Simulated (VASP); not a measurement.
# BN (I-4m2) in VASP: further runs, part 2 of 2

VASP 6.6.1.

### Step 3. Single point, r2SCAN

This run uses another cell than the first one, of the same volume but with other edges.

Contents of POSCAR:

```
BN
1.0
    0.0000000000      1.8378397167      1.7643261280
    1.8378397167      0.0000000000      1.7643261280
    1.8378397167      1.8378397167      0.0000000000
B N
1 1
Direct
    0.0000000000      0.0000000000      0.0000000000
    0.7500000000      0.7500000000      0.7500000000
```

Contents of INCAR.step1:

```
PREC = Accurate
ENCUT = 520
ISMEAR = 0
SIGMA = 0.05
LREAL = False
LASPH = True
NELM = 100
NBANDS = 11
GGA = PE
ALGO = Normal
EDIFF = 1E-4
LWAVE = True
LCHARG = False
```

Contents of INCAR.step2:

```
PREC = Accurate
ENCUT = 520
EDIFF = 1E-7
ISMEAR = 0
SIGMA = 0.05
LREAL = False
LASPH = True
NELM = 100
ALGO = Normal
ISIF = 2
LWAVE = False
LCHARG = True
METAGGA = R2SCAN
LMIXTAU = True
LELF = True
LVHAR = True
NBANDS = 11
ISTART = 1
```

Contents of KPOINTS:

```
regular mesh
0
Gamma
  12 12 12
```

Potentials or basis: VASP PAW PBE potentials, release 64 (B, N).

Started as:

```sh
$ cat potpaw_PBE.64/B/POTCAR potpaw_PBE.64/N/POTCAR > POTCAR
$ cp INCAR.step1 INCAR
$ mpirun -np 1 vasp_std > vasp.out
$ cp INCAR.step2 INCAR
$ mpirun -np 1 vasp_std > vasp.out
```

OUTCAR:

```text
PREC = Accurate
   ENCUT = 520
   EDIFF = 1E-7
   ISMEAR = 0
   LREAL = False
   LASPH = True
   NELM = 100
   ISIF = 2
   METAGGA = R2SCAN
   ISTART = 1

 ion  position               nearest neighbor table
   1  0.000  0.000  0.000-   2 1.57   2 1.57   2 1.57   2 1.57
   2  0.750  0.750  0.750-   1 1.57   1 1.57   1 1.57   1 1.57

  LATTYP: Found a body centered tetragonal cell.
 ALAT       =     2.5990978528
 C/A-ratio  =     1.3576450199

  Lattice vectors:

 A1 = (   0.0000000000,  -1.8378397167,  -1.7643261280)
 A2 = (   0.0000000000,   1.8378397167,  -1.7643261280)
 A3 = (   1.8378397167,   0.0000000000,   1.7643261280)

Analysis of symmetry for initial positions (statically):
=====================================================================
 Subroutine PRICEL returns:
 Original cell was already a primitive cell.

 Routine SETGRP: Setting up the symmetry group for a
 body centered tetragonal supercell.

 Subroutine GETGRP returns: Found  8 space group operations
 (whereof  8 operations were pure point group operations)
 out of a pool of 16 trial point group operations.

The static configuration has the point symmetry D_2d.

Analysis of symmetry for dynamics (positions and initial velocities):
=====================================================================
 Subroutine PRICEL returns:
 Original cell was already a primitive cell.

 Routine SETGRP: Setting up the symmetry group for a
 body centered tetragonal supercell.

 Subroutine GETGRP returns: Found  8 space group operations
 (whereof  8 operations were pure point group operations)
 out of a pool of 16 trial point group operations.

The dynamic configuration has the point symmetry D_2d.

 Subroutine INISYM returns: Found  8 space group operations
 (whereof  8 operations are pure point group operations),
 and found     1 'primitive' translations

----------------------------------------------------------------------------------------

                                     Primitive cell

[... 118 lines left out ...]
   IVDW    =     0    specifies the selected vdW correction
   LEPSILON=     F    determine dielectric tensor
   LRPA    =     F    only Hartree local field effects (RPA)
 non-spin polarized calculation
 Gauss-broadening in eV      SIGMA  =   0.05
  energy-cutoff  :      520.00
  volume of cell :       11.92
 maximum number of plane-waves:       332
   NGX =  9   NGY =  9   NGZ =  9

 number of electron       8.0000000 magnetization

 Free energy of the ion-electron system (eV)
  ---------------------------------------------------
  ext. energy  EPLUGINS =         0.00000000
  ---------------------------------------------------
  free energy    TOTEN  =       -19.14512135 eV

  energy without entropy =      -19.14512135  energy(sigma->0) =      -19.14512135

 E-fermi :   7.6462     XC(G=0): -13.5995

 val. band max:        7.3884795142   @ k =   0.0000   0.0000   0.0000
 cond. band min:      11.6391004168   @ k =   0.5000   0.5000   0.0000
 fundamental gap:      4.2506209026
 Fermi energy:         7.6461689990

 k-point     1 :       0.0000    0.0000    0.0000
  band No.  band energies     occupation
      1     -14.0507      2.00000
      2       7.0072      2.00000
      3       7.0072      2.00000
      4       7.3885      2.00000
      5      16.4389      0.00000
      6      16.7282      0.00000
      7      16.7282      0.00000
      8      18.0299      0.00000
      9      33.0995      0.00000
     10      34.7079      0.00000
     11      36.1377      0.00000
[... 309 lines left out ...]
 k-point    24 :      -0.4167    0.1667    0.0000
  band No.  band energies     occupation
      1      -9.4271      2.00000
      2      -3.0939      2.00000
      3       3.2264      2.00000
      4       4.1490      2.00000
      5      16.5736      0.00000
      6      20.0404      0.00000
      7      20.3619      0.00000
      8      23.8483      0.00000
      9      29.0706      0.00000
     10      33.5696      0.00000
     11      35.1810      0.00000

 [... further k-points ...]

------------------------ aborting loop because EDIFF is reached ----------------------------------------

  FORCE on cell =-STRESS in cart. coord.  units (eV):
  Direction    XX          YY          ZZ          XY          YZ          ZX
  --------------------------------------------------------------------------------------
  -------------------------------------------------------------------------------------
  Total       -0.9142530     -0.9142530      0.9104689      0.0000000      0.0000000      0.0000000
  in kB     -122.9002750   -122.9002750    122.3915881      0.0000000      0.0000000      0.0000000
  external PRESSURE =     -41.1363207 kB  Pullay stress =       0.0000000 kB

 VOLUME and BASIS-vectors are now :
 -----------------------------------------------------------------------------
  energy-cutoff  :      520.00
  volume of cell :       11.92
      direct lattice vectors                 reciprocal lattice vectors
     0.000000000  1.837839717  1.764326128    -0.272058545  0.272058545  0.283394318
     1.837839717  0.000000000  1.764326128     0.272058545 -0.272058545  0.283394318
     1.837839717  1.837839717  0.000000000     0.272058545  0.272058545 -0.283394318

 POSITION                                       TOTAL-FORCE (eV/Angst)
 -----------------------------------------------------------------------------------
      0.00000      0.00000      0.00000         0.000000      0.000000      0.000000
      2.75676      2.75676      2.64649        -0.000000     -0.000000     -0.000000
 -----------------------------------------------------------------------------------
    total drift:                               -0.000001     -0.000001      0.000002

  FREE ENERGIE OF THE ION-ELECTRON SYSTEM (eV)
  ---------------------------------------------------
  free  energy   TOTEN  =       -19.1451213481 eV

  energy  without entropy=      -19.1451213481  energy(sigma->0) =      -19.14512135
```

Wall time 64 s (1 thread of Intel Xeon Platinum 8488C (Sapphire Rapids), shared host); peak memory 0.13 GiB.

Results:

```
Free energy            : -19.1451 eV
Pressure               : -4.1 GPa
Band gap on the k mesh : 4.25 eV, indirect (least direct gap 9.05 eV)
```

Caveat: the PAW data sets were made with another functional, which shifts forces and pressure a little. A k mesh can miss the band edges.

### Step 4. Single point, r2SCAN

Contents of POSCAR:

```
BN
1.0
    0.0000000000      1.7837539340      1.8729416307
    1.7837539340      0.0000000000      1.8729416307
    1.7837539340      1.7837539340      0.0000000000
B N
1 1
Direct
    0.0000000000      0.0000000000      0.0000000000
    0.7500000000      0.7500000000      0.7500000000
```

Contents of INCAR.step1:

```
SYSTEM = BN
ALGO     = Normal         ! electronic algorithm
EDIFF    = 1E-4           ! SCF threshold, eV
ENCUT    = 520            ! plane-wave cutoff, eV
GGA      = PE             ! functional
ISMEAR   = 0              ! smearing method
LASPH    = .TRUE.         ! aspherical terms in the spheres
LCHARG   = .FALSE.        ! write CHGCAR
LREAL    = .FALSE.        ! projectors in reciprocal space
LWAVE    = .TRUE.         ! write WAVECAR
NBANDS   = 11             ! bands
NELM     = 80             ! most SCF steps
PREC     = Accurate       ! precision mode
SIGMA    = 0.05           ! smearing width, eV
```

Contents of INCAR.step2:

```
SYSTEM = BN
ALGO     = Normal         ! electronic algorithm
EDIFF    = 1E-7           ! SCF threshold, eV
ENCUT    = 520            ! plane-wave cutoff, eV
ISIF     = 2              ! what is computed and relaxed
ISMEAR   = 0              ! smearing method
ISTART   = 1            
LASPH    = .TRUE.         ! aspherical terms in the spheres
LCHARG   = .FALSE.        ! write CHGCAR
LMIXTAU  = .TRUE.       
LREAL    = .FALSE.        ! projectors in reciprocal space
LWAVE    = .FALSE.        ! write WAVECAR
METAGGA  = R2SCAN         ! meta-GGA
NBANDS   = 11             ! bands
NELM     = 80             ! most SCF steps
PREC     = Accurate       ! precision mode
SIGMA    = 0.05           ! smearing width, eV
```

Contents of KPOINTS:

```
k-points
0
G
  12 12 12
  0 0 0
```

Started as:

```sh
$ cat potpaw_PBE.64/B/POTCAR potpaw_PBE.64/N/POTCAR > POTCAR
$ cp INCAR.step1 INCAR
$ mpirun -np 1 vasp_std > vasp.out
$ cp INCAR.step2 INCAR
$ mpirun -np 1 vasp_std > vasp.out
```

It took 66 s on 1 thread of Intel Xeon Platinum 8488C (Sapphire Rapids), shared host; peak memory 0.13 GiB.

The run converged. Its results:

- Free energy: -19.1311 eV
- Pressure: -4.1 GPa
- Band gap on the k mesh: 4.52 eV, indirect (least direct gap 9.21 eV)

Stress tensor (GPa, compression positive):
```
  7.00   0.00   0.00
  0.00   7.00   0.00
  0.00   0.00 -26.28
```

Levels at points of the mesh, in eV from the valence-band top:
```csv
k point,band 1,band 2,band 3,band 4,band 5,band 6,band 7,band 8,band 9
"(0.00, 0.00, 0.00)",-21.36,-0.53,0.00,0.00,9.21,9.21,9.56,10.71,25.79
"(0.50, 0.00, 0.00)",-17.10,-11.17,-2.57,-1.77,9.79,11.52,11.65,16.14,24.48
"(0.50, 0.50, 0.00)",-16.08,-9.91,-4.76,-4.76,5.39,10.38,18.83,18.83,21.15
"(0.50, 0.00, 0.50)",-15.51,-9.19,-5.45,-5.42,4.52,9.21,18.49,19.25,22.13
```

Caveat: the PAW data sets were made with another functional, which shifts forces and pressure a little.

### Step 5. Overview

| cell | gap on the mesh (eV) | pressure (GPa) |
| --- | --- | --- |
| a = 2.611, b = 2.611, c = 2.484 Å, angles 61.6, 61.6, 56.8°, 2 atoms | 4.09 | -4.0 |
| a = 2.548, b = 2.548, c = 2.599 Å, angles 59.3, 59.3, 61.3°, 2 atoms | 4.25 | -4.1 |
| a = 2.586, b = 2.586, c = 2.523 Å, angles 60.8, 60.8, 58.4°, 2 atoms | 4.52 | -4.1 |

Alike in all rows: task single point; level r2SCAN; potentials or basis VASP PAW PBE potentials, release 64 (B, N); no spin polarisation; k mesh 12 × 12 × 12; cutoff (eV) 520; smearing gaussian 0.05 eV.

Caveats: the PAW data sets were made with another functional, which shifts forces and pressure a little.

Absolute energies hang on the potentials; compare differences alone.
